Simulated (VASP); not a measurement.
# Mn (Fm-3m) in VASP: notebook, part 2 of 3

VASP 6.6.1.

### Step 3. Single point, PBE, collinear spin, ferromagnetic start (volume scaled by 1.04)

File INCAR:

```
SYSTEM = Mn
PREC     = Accurate       ! precision mode
ENCUT    = 500            ! plane-wave cutoff, eV
EDIFF    = 1E-6           ! SCF threshold, eV
ISMEAR   = -1             ! smearing method
SIGMA    = 0.05           ! smearing width, eV
LREAL    = .FALSE.        ! projectors in reciprocal space
LASPH    = .TRUE.         ! aspherical terms in the spheres
NELM     = 200            ! most SCF steps
ALGO     = Normal         ! electronic algorithm
ISIF     = 2              ! what is computed and relaxed
LWAVE    = .FALSE.        ! write WAVECAR
LCHARG   = .FALSE.        ! write CHGCAR
ISPIN    = 2              ! spin polarisation
MAGMOM   = 3              ! initial moments
LORBIT   = 11             ! projections on sites
LMAXMIX  = 4              ! l up to which the mixer works
GGA      = PE             ! functional
NBANDS   = 16             ! bands
GGA_COMPAT= .FALSE.
```

File KPOINTS:

```
regular mesh
0
G
  17 17 17
  0 0 0
```

File POSCAR:

```
Mn
1.0
    0.0000000000      1.7742213446      1.7742213446
    1.7742213446      0.0000000000      1.7742213446
    1.7742213446      1.7742213446      0.0000000000
Mn
1
Direct
    0.0000000000      0.0000000000      0.0000000000
```

Potentials or basis: VASP PAW PBE potentials, release 64 (Mn_pv).

The run is started by

```
> cat potpaw_PBE.64/Mn_pv/POTCAR > POTCAR
> mpirun -np 1 vasp_std > vasp.out
```

OUTCAR:

```text
SYSTEM = Mn
   PREC = Accurate
   ENCUT = 500
   EDIFF = 1E-6
   ISMEAR = -1
   LREAL = .FALSE.
   LASPH = .TRUE.
   NELM = 200
   ISIF = 2
   ISPIN = 2
   LORBIT = 11
   GGA = PE

 ion  position               nearest neighbor table
   1  0.000  0.000  0.000-

  LATTYP: Found a face centered cubic cell.
 ALAT       =     3.5484426892

  Lattice vectors:

 A1 = (   0.0000000000,   1.7742213446,   1.7742213446)
 A2 = (   1.7742213446,   0.0000000000,   1.7742213446)
 A3 = (   1.7742213446,   1.7742213446,   0.0000000000)

Analysis of symmetry for initial positions (statically):
=====================================================================
 Subroutine PRICEL returns:
 Original cell was already a primitive cell.

 Routine SETGRP: Setting up the symmetry group for a
 face centered cubic supercell.

 Subroutine GETGRP returns: Found 48 space group operations
 (whereof 48 operations were pure point group operations)
 out of a pool of 48 trial point group operations.

The static configuration has the point symmetry O_h .

Analysis of symmetry for dynamics (positions and initial velocities):
=====================================================================
 Subroutine PRICEL returns:
 Original cell was already a primitive cell.

 Routine SETGRP: Setting up the symmetry group for a
 face centered cubic supercell.

 Subroutine GETGRP returns: Found 48 space group operations
 (whereof 48 operations were pure point group operations)
 out of a pool of 48 trial point group operations.

The dynamic configuration has the point symmetry O_h .

Analysis of structural, dynamic, and magnetic symmetry:
=====================================================================
 Subroutine PRICEL returns:
 Original cell was already a primitive cell.

 Routine SETGRP: Setting up the symmetry group for a
 face centered cubic supercell.

[... 128 lines left out ...]
   LHFCALC =     F    Hartree Fock is set to
   AEXX    =    0.0000 exact exchange contribution
   IVDW    =     0    specifies the selected vdW correction
   LEPSILON=     F    determine dielectric tensor
   LRPA    =     F    only Hartree local field effects (RPA)
 spin polarized calculation
  energy-cutoff  :      500.00
  volume of cell :       11.17
 maximum number of plane-waves:       296
   NGX =  9   NGY =  9   NGZ =  9

 number of electron      12.9999989 magnetization      -0.0010656

 number of electron      12.9999989 magnetization       0.0027300

 Free energy of the ion-electron system (eV)
  ---------------------------------------------------
  ext. energy  EPLUGINS =         0.00000000
  ---------------------------------------------------
  free energy    TOTEN  =        -8.90767473 eV

  energy without entropy =       -8.89419822  energy(sigma->0) =       -8.90093648

 E-fermi :   9.9539     XC(G=0): -13.7905

 val. band max:        9.9474596732   @ k =  -0.2941   0.2941   0.1176
 cond. band min:       9.9548400981   @ k =  -0.4118   0.4118   0.0000
 fundamental gap:      0.0073804249
 Fermi energy:         9.9539361442

 spin component 1

 k-point     1 :       0.0000    0.0000    0.0000
  band No.  band energies     occupation
      1     -37.7336      1.00000
      2     -37.7336      1.00000
      3     -37.7336      1.00000
      4       1.8240      1.00000
      5       8.8664      1.00000
      6       8.8664      1.00000
[... 435 lines left out ...]
      5       8.5189      1.00000
      6       9.1046      1.00000
[... 8 lines left out ...]
     15      41.3161      0.00000
     16      41.6694      0.00000

 [... further k-points ...]

 spin component 2

 k-point     1 :       0.0000    0.0000    0.0000
  band No.  band energies     occupation
      1     -37.7306      1.00000
      2     -37.7306      1.00000
      3     -37.7306      1.00000
      4       1.8246      1.00000
      5       8.8679      1.00000
      6       8.8679      1.00000
[... 435 lines left out ...]
      5       8.5203      1.00000
      6       9.1061      1.00000
[... 8 lines left out ...]
     15      41.3203      0.00000
     16      41.6700      0.00000

 [... further k-points ...]
[... 5 lines left out ...]
  --------------------------------------------------------------------------------------
  -------------------------------------------------------------------------------------
  Total       -0.7084860     -0.7084860     -0.7084860      0.0000000     -0.0000000      0.0000000
  in kB     -101.6221662   -101.6221662   -101.6221662      0.0000000     -0.0000000      0.0000000
  external PRESSURE =    -101.6221662 kB  Pullay stress =       0.0000000 kB

 VOLUME and BASIS-vectors are now :
 -----------------------------------------------------------------------------
  energy-cutoff  :      500.00
  volume of cell :       11.17
      direct lattice vectors                 reciprocal lattice vectors
     0.000000000  1.774221345  1.774221345    -0.281813767  0.281813767  0.281813767
     1.774221345  0.000000000  1.774221345     0.281813767 -0.281813767  0.281813767
     1.774221345  1.774221345  0.000000000     0.281813767  0.281813767 -0.281813767

 POSITION                                       TOTAL-FORCE (eV/Angst)
 -----------------------------------------------------------------------------------
      0.00000      0.00000      0.00000         0.000000      0.000000      0.000000
 -----------------------------------------------------------------------------------
    total drift:                                0.000000     -0.000000      0.000000

  FREE ENERGIE OF THE ION-ELECTRON SYSTEM (eV)
  ---------------------------------------------------
  free  energy   TOTEN  =        -8.9076747311 eV

  energy  without entropy=       -8.8941982227  energy(sigma->0) =       -8.90093648

 total charge

# of ion       s       p       d       tot
------------------------------------------
    1        0.412   6.381   5.112  11.905

 magnetization (x)

# of ion       s       p       d       tot
------------------------------------------
    1       -0.000  -0.000   0.003   0.003
```

stdout:

```text
POSCAR found type information on POSCAR Mn
 POSCAR found :  1 types and       1 ions
 scaLAPACK will be used
 LDA part: xc-table for (Slater+PW92), standard interpolation
 POSCAR, INCAR and KPOINTS ok, starting setup
 FFT: planning ... GRIDC
 FFT: planning ... GRID_SOFT
 FFT: planning ... GRID
 WAVECAR not read
 entering main loop
```

Wall time 33 s (1 thread of Intel Xeon 6975P-C (Granite Rapids), shared host); peak memory 0.15 GiB.

What came out:

```yaml
Free_energy: -8.9077 eV
Pressure: -10.2 GPa
Net_moment: 0.00 μB per cell
Valence_electrons_inside_the_program's_atomic_spheres: Mn 11.90
```

Levels at points of the mesh, in eV from the Fermi level:
Spin up:
```tsv
k point	band 4	band 5	band 6	band 7	band 8	band 9	band 10	band 11
(0.00, 0.00, 0.00)	-8.13	-1.09	-1.09	-1.09	0.50	0.50	21.14	26.69
```
Spin down:
| k point | band 3 | band 4 | band 5 | band 6 | band 7 | band 8 | band 9 | band 10 | band 11 | band 12 |
| --- | --- | --- | --- | --- | --- | --- | --- | --- | --- | --- |
| (0.00, 0.00, 0.00) | -47.68 | -8.13 | -1.09 | -1.09 | -1.09 | 0.51 | 0.51 | 21.14 | 26.69 | 26.69 |

Caveat: the cell differs from its parent crystal (volume scaled by 1.04); the starting moments collapsed, and a magnetic state may lie lower.

### Step 4. Single point, PBE, collinear spin, ferromagnetic start (volume scaled by 1.12)

File INCAR:

```
PREC = Accurate
ENCUT = 500
EDIFF = 1E-6
ISMEAR = -1
SIGMA = 0.05
LREAL = F
LASPH = T
NELM = 200
ALGO = Normal
ISIF = 2
LWAVE = F
LCHARG = T
ISPIN = 2
MAGMOM = 3
LORBIT = 11
LMAXMIX = 4
GGA = PE
LELF = T
LVHAR = T
NBANDS = 16
GGA_COMPAT = F
```

File KPOINTS:

```
Automatic mesh
0
Gamma
  17 17 17
```

File POSCAR:

```
Mn
1.0
    0.0000000000      1.8185951455      1.8185951455
    1.8185951455      0.0000000000      1.8185951455
    1.8185951455      1.8185951455      0.0000000000
Mn
1
Direct
    0.0000000000      0.0000000000      0.0000000000
```

Potentials or basis: VASP PAW PBE potentials, release 64 (Mn_pv).

The run is started by

```
> cat potpaw_PBE.64/Mn_pv/POTCAR > POTCAR
> mpirun -np 1 vasp_std > vasp.out
```

OUTCAR:

```text
PREC = Accurate
   ENCUT = 500
   EDIFF = 1E-6
   ISMEAR = -1
   LREAL = F
   LASPH = T
   NELM = 200
   ISIF = 2
   ISPIN = 2
   LORBIT = 11
   GGA = PE

 ion  position               nearest neighbor table
   1  0.000  0.000  0.000-

  LATTYP: Found a face centered cubic cell.
 ALAT       =     3.6371902910

  Lattice vectors:

 A1 = (   0.0000000000,   1.8185951455,   1.8185951455)
 A2 = (   1.8185951455,   0.0000000000,   1.8185951455)
 A3 = (   1.8185951455,   1.8185951455,   0.0000000000)

Analysis of symmetry for initial positions (statically):
[... 1116 lines left out ...]
  -------------------------------------------------------------------------------------
  Total       -1.8414361     -1.8414361     -1.8414361      0.0000000      0.0000000      0.0000000
  in kB     -245.2613800   -245.2613800   -245.2613800      0.0000000      0.0000000      0.0000000
  external PRESSURE =    -245.2613800 kB  Pullay stress =       0.0000000 kB

 VOLUME and BASIS-vectors are now :
 -----------------------------------------------------------------------------
  energy-cutoff  :      500.00
  volume of cell :       12.03
      direct lattice vectors                 reciprocal lattice vectors
     0.000000000  1.818595146  1.818595146    -0.274937498  0.274937498  0.274937498
     1.818595146  0.000000000  1.818595146     0.274937498 -0.274937498  0.274937498
     1.818595146  1.818595146  0.000000000     0.274937498  0.274937498 -0.274937498

 POSITION                                       TOTAL-FORCE (eV/Angst)
 -----------------------------------------------------------------------------------
      0.00000      0.00000      0.00000         0.000000      0.000000      0.000000
 -----------------------------------------------------------------------------------
    total drift:                                0.000000      0.000000      0.000000

  FREE ENERGIE OF THE ION-ELECTRON SYSTEM (eV)
  ---------------------------------------------------
  free  energy   TOTEN  =        -8.8126856714 eV

  energy  without entropy=       -8.7986708664  energy(sigma->0) =       -8.80567827

 total charge

# of ion       s       p       d       tot
------------------------------------------
    1        0.385   6.336   5.056  11.776

 magnetization (x)

# of ion       s       p       d       tot
------------------------------------------
    1       -0.000  -0.000   0.182   0.182
```

OSZICAR:

```text
N       E                     dE             d eps       ncg     rms          rms(c)
DAV:   1     0.826927440252E+02    0.82693E+02   -0.70377E+03 10816   0.105E+03
DAV:   2    -0.791261941515E+01   -0.90605E+02   -0.85656E+02 11456   0.263E+02
DAV:   3    -0.978969964706E+01   -0.18771E+01   -0.18728E+01 12608   0.407E+01
DAV:   4    -0.979704138945E+01   -0.73417E-02   -0.73414E-02 13080   0.251E+00
DAV:   5    -0.979709541879E+01   -0.54029E-04   -0.54029E-04 12520   0.198E-01    0.145E+01
DAV:   6    -0.878714229597E+01    0.10100E+01   -0.27613E+00 13720   0.312E+01    0.371E+00
DAV:   7    -0.879558476966E+01   -0.84425E-02   -0.20183E-01 11696   0.582E+00    0.233E+00
DAV:   8    -0.880319777427E+01   -0.76130E-02   -0.50003E-03 12496   0.959E-01    0.104E+00
DAV:   9    -0.880868143350E+01   -0.54837E-02   -0.70699E-03 13008   0.962E-01    0.538E-01
DAV:  10    -0.881092585306E+01   -0.22444E-02   -0.33178E-03 12488   0.450E-01    0.309E-01
DAV:  11    -0.881187066827E+01   -0.94482E-03   -0.15337E-03 14272   0.352E-01    0.126E-01
DAV:  12    -0.881226284707E+01   -0.39218E-03   -0.54564E-04 12464   0.160E-01    0.804E-02
DAV:  13    -0.881248028247E+01   -0.21744E-03   -0.47503E-04 13240   0.134E-01    0.547E-02
DAV:  14    -0.881262350591E+01   -0.14322E-03   -0.12476E-03 13464   0.224E-01    0.189E-02
DAV:  15    -0.881267497222E+01   -0.51466E-04   -0.15390E-04 12392   0.669E-02    0.109E-02
DAV:  16    -0.881268352313E+01   -0.85509E-05   -0.44274E-05 13448   0.356E-02    0.451E-03
DAV:  17    -0.881268556874E+01   -0.20456E-05   -0.23928E-06 10872   0.105E-02    0.225E-03
DAV:  18    -0.881268567143E+01   -0.10270E-06   -0.71653E-07  5624   0.600E-03
   1 F= -.88126857E+01 E0= -.88056783E+01  d E =-.140148E-01  mag=     0.1849
```

stdout:

```text
POSCAR found type information on POSCAR Mn
 POSCAR found :  1 types and       1 ions
 scaLAPACK will be used
 LDA part: xc-table for (Slater+PW92), standard interpolation
 POSCAR, INCAR and KPOINTS ok, starting setup
 FFT: planning ... GRIDC
 FFT: planning ... GRID_SOFT
 FFT: planning ... GRID
 WAVECAR not read
 entering main loop
```

It took 37 s on 1 thread of Intel Xeon 6975P-C (Granite Rapids), shared host; peak memory 0.16 GiB.

What came out:

* Free energy: -8.8127 eV
* Pressure: -24.5 GPa
* Net moment: 0.18 μB per cell
* Site moments: Mn +0.18 μB
* Valence electrons inside the program's atomic spheres: Mn 11.78

Caveat: the cell differs from its parent crystal (volume scaled by 1.12).

### Step 5. Relaxation of cell and atoms, PBE, collinear spin, ferromagnetic start

This run uses another cell than the first one, of 11.75 Å³/atom, 1.094 times its volume.

File INCAR:

```
SYSTEM = Mn
  ALGO = Normal
  EDIFF = 1E-7
  EDIFFG = -0.01
  ENCUT = 500
  GGA = PE
  GGA_COMPAT = .FALSE.
  IBRION = 2
  ISIF = 3
  ISMEAR = -1
  ISPIN = 2
  LASPH = .TRUE.
  LCHARG = .FALSE.
  LMAXMIX = 4
  LORBIT = 11
  LREAL = .FALSE.
  LWAVE = .FALSE.
  MAGMOM = 3
  NELM = 200
  NELMIN = 4
  NSW = 80
  PREC = Accurate
  SIGMA = 0.05
```

File KPOINTS:

```
k-points
0
G
  15 15 15
  0 0 0
```

File POSCAR:

```
Mn
1.0
    0.0000000000      1.8043883278      1.8043883278
    1.8043883278      0.0000000000      1.8043883278
    1.8043883278      1.8043883278      0.0000000000
Mn
1
Direct
    0.0000000000      0.0000000000      0.0000000000
```

Potentials or basis: VASP PAW PBE potentials, release 64 (Mn_pv).

The run is started by

```
> cat potpaw_PBE.64/Mn_pv/POTCAR > POTCAR
> mpirun -np 1 vasp_std > vasp.out
```

OUTCAR:

```text
SYSTEM = Mn
   EDIFF = 1E-7
   EDIFFG = -0.01
   ENCUT = 500
   GGA = PE
   IBRION = 2
   ISIF = 3
   ISMEAR = -1
   ISPIN = 2
   LASPH = .TRUE.
   LORBIT = 11
   LREAL = .FALSE.
   NELM = 200
   NELMIN = 4
   NSW = 80
   PREC = Accurate

 ion  position               nearest neighbor table
   1  0.000  0.000  0.000-

  LATTYP: Found a face centered cubic cell.
 ALAT       =     3.6087766556

  Lattice vectors:

 A1 = (   0.0000000000,   1.8043883278,   1.8043883278)
 A2 = (   1.8043883278,   0.0000000000,   1.8043883278)
 A3 = (   1.8043883278,   1.8043883278,   0.0000000000)

Analysis of symmetry for initial positions (statically):
=====================================================================
 Subroutine PRICEL returns:
 Original cell was already a primitive cell.

 Routine SETGRP: Setting up the symmetry group for a
 face centered cubic supercell.

 Subroutine GETGRP returns: Found 48 space group operations
 (whereof 48 operations were pure point group operations)
 out of a pool of 48 trial point group operations.

The static configuration has the point symmetry O_h .

Analysis of symmetry for dynamics (positions and initial velocities):
=====================================================================
 Subroutine PRICEL returns:
 Original cell was already a primitive cell.

 Routine SETGRP: Setting up the symmetry group for a
 face centered cubic supercell.

 Subroutine GETGRP returns: Found 48 space group operations
 (whereof 48 operations were pure point group operations)
 out of a pool of 48 trial point group operations.
[... 164 lines left out ...]

 E-fermi :   9.2737     XC(G=0): -13.4905

 val. band max:        9.2452783998   @ k =  -0.4667   0.4000   0.0667
 cond. band min:       9.2762038897   @ k =  -0.2000   0.2000   0.0000
 fundamental gap:      0.0309254899
 Fermi energy:         9.2737340051

 spin component 1

 k-point     1 :       0.0000    0.0000    0.0000
  band No.  band energies     occupation
      1     -38.4330      1.00000
      2     -38.4330      1.00000
      3     -38.4330      1.00000
      4       1.3766      1.00000
      5       8.2696      1.00000
      6       8.2696      1.00000
      7       8.2696      1.00000
      8       9.7490      0.00007
      9       9.7490      0.00007
     10      30.0621      0.00000
     11      35.2798      0.00000
     12      35.2798      0.00000
[... 930 lines left out ...]
 number of electron      12.9999995 magnetization      -0.0000000

 number of electron      12.9999995 magnetization       0.0000000

 Free energy of the ion-electron system (eV)
  ---------------------------------------------------
  ext. energy  EPLUGINS =         0.00000000
  ---------------------------------------------------
  free energy    TOTEN  =        -8.92334393 eV

  energy without entropy =       -8.91133386  energy(sigma->0) =       -8.91733890

 E-fermi :  10.5099     XC(G=0): -14.0275

 val. band max:       10.5088573663   @ k =  -0.4667   0.4000   0.0667
 cond. band min:      10.5150181387   @ k =  -0.4667   0.2667   0.0667
 fundamental gap:      0.0061607724
 Fermi energy:        10.5098747755

 spin component 1

 k-point     1 :       0.0000    0.0000    0.0000
  band No.  band energies     occupation
      1     -37.1415      1.00000
      2     -37.1415      1.00000
      3     -37.1415      1.00000
      4       2.2005      1.00000
      5       9.3644      1.00000
      6       9.3644      1.00000
      7       9.3644      1.00000
      8      11.0539      0.00002
      9      11.0539      0.00002
     10      31.9139      0.00000
     11      37.7340      0.00000
     12      37.7340      0.00000
[... 737 lines left out ...]
  FREE ENERGIE OF THE ION-ELECTRON SYSTEM (eV)
  ---------------------------------------------------
  free  energy   TOTEN  =        -8.9233439340 eV

  energy  without entropy=       -8.9113338648  energy(sigma->0) =       -8.91733890

 reached required accuracy - stopping structural energy minimisation

 total charge

# of ion       s       p       d       tot
------------------------------------------
    1        0.427   6.406   5.151  11.983

 magnetization (x)

# of ion       s       p       d       tot
------------------------------------------
    1        0.000   0.000  -0.000  -0.000
```

CONTCAR:

```text
Mn
   1.00000000000000
     0.0000000000000000    1.7509429078865746    1.7509429078865746
     1.7509429078865746   -0.0000000000000000    1.7509429078865746
     1.7509429078865746    1.7509429078865746   -0.0000000000000000
  Mn
     1
Direct
     0.0000000000000000    0.0000000000000000    0.0000000000000000

  0.00000000E+00  0.00000000E+00  0.00000000E+00
```

Run time: 86 s. Hardware: 1 thread of Intel Xeon 6975P-C (Granite Rapids), shared host; peak memory 0.15 GiB.

Results:

| Item | Value |
| --- | --- |
| Free energy | -8.9233 eV |
| Relaxed volume | 10.74 Å³/atom |
| Relaxed cell | a = 2.476 Å, b = 2.476 Å, c = 2.476 Å, α = 60.00°, β = 60.00°, γ = 60.00° |
| Space group after relaxing (to 0.05 Å) | Fm-3m (No. 225) |
| Energy gained by relaxing | 71.3 meV/atom |
| Ionic steps | 7 |
| Pressure after relaxing | 0.0 GPa |
| Net moment | 0.00 μB per cell |
| Valence electrons inside the program's atomic spheres | Mn 11.98 |

The path:
| step | energy change (eV) | largest force (eV/Å) | pressure (GPa) | volume (Å³) |
| --- | --- | --- | --- | --- |
| 1 | 0.0000 | 0.0000 | -20.76 | 11.75 |
| 2 | 0.1312 | 0.0000 | 52.82 | 9.35 |
| 3 | -0.0712 | 0.0000 | -0.97 | 10.77 |
| 4 | -0.0713 | 0.0000 | -0.17 | 10.74 |
| 5 | -0.0713 | 0.0000 | 0.34 | 10.72 |
| 6 | -0.0712 | 0.0000 | -0.47 | 10.75 |
| 7 | -0.0713 | 0.0000 | 0.01 | 10.74 |

Final structure:
```
Mn
1.0
     0.00000    1.75094    1.75094
     1.75094    0.00000    1.75094
     1.75094    1.75094    0.00000
Mn
1
Direct
  0.00000 0.00000 0.00000
```

Caveat: the starting moments collapsed, and a magnetic state may lie lower.

[end of part 2 of 3]
